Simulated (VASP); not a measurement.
# Cl (P6/mmm) in VASP: single point with PBE

Aim: the single point of Cl with PBE.

Everything below comes from runs of VASP 6.6.1. Logs are shortened: lines on timing, memory, paths and dates and some standing lists are left out, and cuts for length are marked.

## Step 1: The cell of the first run

Symmetry: P6/mmm, No. 191, hexagonal system. The conventional cell has a = 7.339 Å, b = 7.339 Å, c = 2.272 Å, α = 90.00°, β = 90.00°, γ = 120.00°. Within 3.0 Å of Cl (site symmetry 6/mmm) lie 2 Cl at 2.27 Å. Within 3.0 Å of Cl (site symmetry -6m2) lie 2 Cl at 2.27 Å.

## Step 2: Single point, PBE

File POSCAR:

```
Cl
1.0
    7.3393471557      0.0000000000      0.0000000000
   -3.6696735778      6.3560610840      0.0000000000
    0.0000000000      0.0000000000      2.2722583300
Cl
3
Direct
    0.0000000000      0.0000000000      0.0000000000
    0.3333333333      0.6666666667      0.5000000000
    0.6666666667      0.3333333333      0.5000000000
```

File INCAR.step1:

```
PREC = Accurate
ENCUT = 520
EDIFF = 1E-6
ISMEAR = -1
SIGMA = 0.05
LREAL = F
LASPH = T
NELM = 100
ALGO = Normal
ISIF = 2
LWAVE = F
LCHARG = T
GGA = PE
NBANDS = 18
```

File KPOINTS.step1:

```
regular mesh
0
Gamma
  8 8 11
```

File INCAR.step2:

```
PREC = Accurate
ENCUT = 520
EDIFF = 1E-6
ISMEAR = -5
SIGMA = 0.05
LREAL = F
LASPH = T
NELM = 100
ALGO = Normal
ISIF = 2
LWAVE = F
LCHARG = F
GGA = PE
LORBIT = 11
NBANDS = 18
NEDOS = 1001
ICHARG = 11
```

File KPOINTS.step2:

```
regular mesh
0
Gamma
  12 12 17
```

Potentials or basis: VASP PAW PBE potentials, release 64 (Cl).

Launch:

```console
cat potpaw_PBE.64/Cl/POTCAR > POTCAR
cp INCAR.step1 INCAR
cp KPOINTS.step1 KPOINTS
mpirun -np 1 vasp_std > vasp.out
cp INCAR.step2 INCAR
cp KPOINTS.step2 KPOINTS
mpirun -np 1 vasp_std > vasp.out
```

OUTCAR:

```text
PREC = Accurate
   ENCUT = 520
   EDIFF = 1E-6
   ISMEAR = -5
   LREAL = F
   LASPH = T
   NELM = 100
   ISIF = 2
   GGA = PE
   LORBIT = 11
   ICHARG = 11

 ion  position               nearest neighbor table
   1  0.000  0.000  0.000-
   2  0.333  0.667  0.500-
   3  0.667  0.333  0.500-

  LATTYP: Found a hexagonal cell.
 ALAT       =     7.3393471557
 C/A-ratio  =     0.3095995164

  Lattice vectors:

 A1 = (   7.3393471557,   0.0000000000,   0.0000000000)
 A2 = (  -3.6696735778,   6.3560610840,   0.0000000000)
 A3 = (   0.0000000000,   0.0000000000,   2.2722583300)

Analysis of symmetry for initial positions (statically):
=====================================================================
 Subroutine PRICEL returns:
 Original cell was already a primitive cell.

 Routine SETGRP: Setting up the symmetry group for a
 hexagonal supercell.

 Subroutine GETGRP returns: Found 24 space group operations
 (whereof 24 operations were pure point group operations)
 out of a pool of 24 trial point group operations.

The static configuration has the point symmetry D_6h.

Analysis of symmetry for dynamics (positions and initial velocities):
=====================================================================
 Subroutine PRICEL returns:
 Original cell was already a primitive cell.

 Routine SETGRP: Setting up the symmetry group for a
 hexagonal supercell.

 Subroutine GETGRP returns: Found 24 space group operations
 (whereof 24 operations were pure point group operations)
 out of a pool of 24 trial point group operations.

The dynamic configuration has the point symmetry D_6h.

 Subroutine INISYM returns: Found 24 space group operations
 (whereof 24 operations are pure point group operations),
 and found     1 'primitive' translations

----------------------------------------------------------------------------------------

                                     Primitive cell

  volume of cell :     105.9993

  direct lattice vectors                    reciprocal lattice vectors
     7.339347156  0.000000000  0.000000000     0.136251901  0.078665072  0.000000000
    -3.669673578  6.356061084  0.000000000     0.000000000  0.157330143  0.000000000
     0.000000000  0.000000000  2.272258330     0.000000000  0.000000000  0.440090806

  length of vectors
     7.339347156  7.339347156  2.272258330     0.157330143  0.157330143  0.440090806

  position of ions in fractional coordinates (direct lattice)
     0.000000000  0.000000000  0.000000000
     0.333333333  0.666666667  0.500000000
     0.666666667  0.333333333  0.500000000

  ion indices of the primitive-cell ions
   primitive index   ion index
                 1           1
                 2           2
                 3           3

----------------------------------------------------------------------------------------

 KPOINTS: regular mesh

Automatic generation of k-mesh.
 Grid dimensions read from file:
 generate k-points for:   12   12   17

 Generating k-lattice:

  Cartesian coordinates                     Fractional coordinates (reciprocal lattice)
     0.011354325  0.006555423  0.000000000     0.083333333  0.000000000  0.000000000
     0.000000000  0.013110845  0.000000000     0.000000000  0.083333333  0.000000000
     0.000000000  0.000000000  0.025887694     0.000000000  0.000000000  0.058823529

  Length of vectors
     0.013110845  0.013110845  0.025887694

  Shift w.r.t. Gamma in fractional coordinates (k-lattice)
     0.000000000  0.000000000  0.000000000

 TETIRR: Found   2420 inequivalent tetrahedra from    14688

 Subroutine IBZKPT returns following result:
 ===========================================

 Found    171 irreducible k-points:

 Following reciprocal coordinates:
            Coordinates               Weight
  0.000000  0.000000  0.000000      1.000000
  0.083333  0.000000  0.000000      6.000000
  0.166667  0.000000  0.000000      6.000000
  0.250000  0.000000  0.000000      6.000000
  0.333333  0.000000  0.000000      6.000000
  0.416667  0.000000  0.000000      6.000000
[... 16 lines left out ...]
  0.250000  0.000000  0.058824     12.000000
  0.333333  0.000000  0.058824     12.000000
 [... further k-points ...]
   k-points           NKPTS =    171   k-points in BZ     NKDIM =    171   number of bands    NBANDS=     18
   number of dos      NEDOS =   1001   number of ions     NIONS =      3
   total plane-waves  NPLWV =  56448
   dimension x,y,z NGX =    56 NGY =   56 NGZ =   18
   dimension x,y,z NGXF=   112 NGYF=  112 NGZF=   36
   ions per type =               3
   NGX,Y,Z   is equivalent  to a cutoff of  12.68, 12.68, 13.17 a.u.
   NGXF,Y,Z  is equivalent  to a cutoff of  25.37, 25.37, 26.34 a.u.
 SYSTEM =  unknown system
   PREC   = accura    normal or accurate (medium, high low for compatibility)
   ISTART =      0    job   : 0-new  1-cont  2-samecut
   ICHARG =     11    charge: 1-file 2-atom 10-const
   ISPIN  =      1    spin polarized calculation?
   LNONCOLLINEAR =      F non collinear calculations
   LSORBIT =      F    spin-orbit coupling
   LASPH  =      T    aspherical Exc in radial PAW
   ENCUT  =  520.0 eV  38.22 Ry    6.18 a.u.  13.65 13.65  4.22*2*pi/ulx,y,z
   NELM   =    100;   NELMIN=  2; NELMDL=  0     # of ELM steps
   EDIFF  = 0.1E-05   stopping-criterion for ELM
   LREAL  =      F    real-space projection
   EDIFFG = 0.1E-04   stopping-criterion for IOM
   NSW    =      0    number of steps for IOM
   IBRION =     -1    ionic relax: 0-MD 1-quasi-New 2-CG
   NFREE  =      0    steps in history (QN), initial steepest desc. (CG)
   ISIF   =      2    stress and relaxation
   ISYM   =      2    0-nonsym 1-usesym 2-fastsym
   POTIM  = 0.5000    time-step for ionic-motion
   TEBEG  =    0.0;   TEEND  =   0.0 temperature during run
   PSTRESS=    0.0 pullay stress
   NELECT =      21.0000    total number of electrons
   NUPDOWN=      -1.0000    fix difference up-down
   EMIN   =  10.00;   EMAX   =-10.00  energy-range for DOS
   EFERMI =   0.00;   METHOD = LEGACY
   ISMEAR =    -5;   SIGMA  =   0.05  broadening in eV -4-tet -1-fermi 0-gaus
   EFERMI_NEDOS =   21; number of points for ismear=-14 and -15
   IALGO  =     38    algorithm
   IMIX   =      4    mixing-type and parameters
     AMIX     =   0.40;   BMIX     =  1.00
     AMIX_MAG =   1.60;   BMIX_MAG =  1.00
  volume/ion in A,a.u.               =      35.33       238.44
  Fermi-wavevector in a.u.,A,eV,Ry     =   0.954363  1.803484 12.392302  0.910808
  Thomas-Fermi vector in A             =   2.083103
   LORBIT       =     11    0 simple, 1 ext, 2 COOP (PROOUT), +10 PAW based schemes
   GGA     = PE    functional components
   LHFCALC =     F    Hartree Fock is set to
   AEXX    =    0.0000 exact exchange contribution
   IVDW    =     0    specifies the selected vdW correction
   LEPSILON=     F    determine dielectric tensor
   LRPA    =     F    only Hartree local field effects (RPA)
 non-spin polarized calculation
 Fermi weights with tetrahedron method with Bloechl corrections
  energy-cutoff  :      520.00
  volume of cell :      106.00
 maximum number of plane-waves:      2889
 NGX is ok and might be reduce to    56

 number of electron      21.0000001 magnetization

 Free energy of the ion-electron system (eV)
  ---------------------------------------------------
  ext. energy  EPLUGINS =         0.00000000
  ---------------------------------------------------
  free energy    TOTEN  =        -4.91436178 eV

  energy without entropy =       -4.91436178  energy(sigma->0) =       -4.91436178

 E-fermi :  -1.8586     XC(G=0):  -6.7986

 val. band max:       -1.8580811109   @ k =   0.4167   0.0000   0.4706
 cond. band min:      -1.8560829490   @ k =   0.1667   0.0833   0.4706
 fundamental gap:      0.0019981619
 Fermi energy:        -1.8585964401

 k-point     1 :       0.0000    0.0000    0.0000
  band No.  band energies     occupation
      1     -17.9833      2.00000
      2     -17.9173      2.00000
      3     -17.8835      2.00000
      4      -5.0295      2.00000
      5      -5.0295      2.00000
      6      -5.0033      2.00000
[... 10 lines left out ...]
     17       7.2587      0.00000
     18       8.6551      0.00000

 k-point     2 :       0.0833    0.0000    0.0000
  band No.  band energies     occupation
      1     -17.9819      2.00000
      2     -17.9181      2.00000
      3     -17.8842      2.00000
      4      -5.0800      2.00000
      5      -5.0727      2.00000
      6      -4.9481      2.00000
[... 10 lines left out ...]
     17       7.4321      0.00000
     18       8.5678      0.00000

 k-point     3 :       0.1667    0.0000    0.0000
  band No.  band energies     occupation
      1     -17.9778      2.00000
      2     -17.9204      2.00000
      3     -17.8861      2.00000
      4      -5.1343      2.00000
      5      -5.1029      2.00000
      6      -4.8798      2.00000
[... 10 lines left out ...]
     17       7.6315      0.00000
     18       8.3432      0.00000

 k-point     4 :       0.2500    0.0000    0.0000
  band No.  band energies     occupation
      1     -17.9716      2.00000
      2     -17.9240      2.00000
      3     -17.8889      2.00000
      4      -5.1793      2.00000
      5      -5.1054      2.00000
      6      -4.8118      2.00000
[... 375 lines left out ...]
      4      -5.0609      2.00000
      5      -5.0297      2.00000
      6      -4.8082      2.00000
[... 10 lines left out ...]
     17       7.7095      0.00000
     18       8.4371      0.00000

 k-point    23 :       0.2500    0.0000    0.0588
  band No.  band energies     occupation
      1     -17.8881      2.00000
      2     -17.8407      2.00000
      3     -17.8055      2.00000
      4      -5.1056      2.00000
      5      -5.0322      2.00000
      6      -4.7407      2.00000
[... 10 lines left out ...]
     17       7.9108      0.00000
     18       8.1494      0.00000

 k-point    24 :       0.3333    0.0000    0.0588
  band No.  band energies     occupation
      1     -17.8804      2.00000
      2     -17.8455      2.00000
      3     -17.8085      2.00000
      4      -5.1391      2.00000
      5      -5.0057      2.00000
      6      -4.6793      2.00000
[... 10 lines left out ...]
     17       7.8564      0.00000
     18       8.0911      0.00000

 [... further k-points ...]

------------------------ aborting loop because EDIFF is reached ----------------------------------------

  FORCE on cell =-STRESS in cart. coord.  units (eV):
  Direction    XX          YY          ZZ          XY          YZ          ZX
  --------------------------------------------------------------------------------------
  -------------------------------------------------------------------------------------
  Total        1.4385273      1.4385273     -0.7159054      0.0000000     -0.0000000      0.0000000
  in kB       21.7433012     21.7433012    -10.8208903      0.0000000     -0.0000000      0.0000000
  external PRESSURE =      10.8885707 kB  Pullay stress =       0.0000000 kB

 VOLUME and BASIS-vectors are now :
 -----------------------------------------------------------------------------
  energy-cutoff  :      520.00
  volume of cell :      106.00
      direct lattice vectors                 reciprocal lattice vectors
     7.339347156  0.000000000  0.000000000     0.136251901  0.078665072  0.000000000
    -3.669673578  6.356061084  0.000000000     0.000000000  0.157330143  0.000000000
     0.000000000  0.000000000  2.272258330     0.000000000  0.000000000  0.440090806

 POSITION                                       TOTAL-FORCE (eV/Angst)
 -----------------------------------------------------------------------------------
      0.00000      0.00000      0.00000         0.000000      0.000000      0.000000
     -0.00000      4.23737      1.13613         0.000000      0.000000      0.000000
      3.66967      2.11869      1.13613        -0.000000     -0.000000      0.000000
 -----------------------------------------------------------------------------------
    total drift:                                0.000000     -0.000000      0.000000

  FREE ENERGIE OF THE ION-ELECTRON SYSTEM (eV)
  ---------------------------------------------------
  free  energy   TOTEN  =        -4.9143617845 eV

  energy  without entropy=       -4.9143617845  energy(sigma->0) =       -4.91436178

 total charge

# of ion       s       p       d       tot
------------------------------------------
    1        1.637   3.286   0.000   4.923
    2        1.638   3.330   0.000   4.967
    3        1.638   3.330   0.000   4.967
--------------------------------------------------
tot          4.912   9.946   0.000  14.858
```

Wall time 2.7 min (1 thread of Intel Xeon 6975P-C (Granite Rapids), shared host); peak memory 0.36 GiB.

Results:

```
Valence electrons inside the program's atomic spheres : Cl 4.92, 4.97 (each value once)
```

Caveat: an odd number of electrons without spin polarisation forces a metal; a magnetic or distorted state may lie lower; tetrahedron occupations give inexact forces and stress in metals.
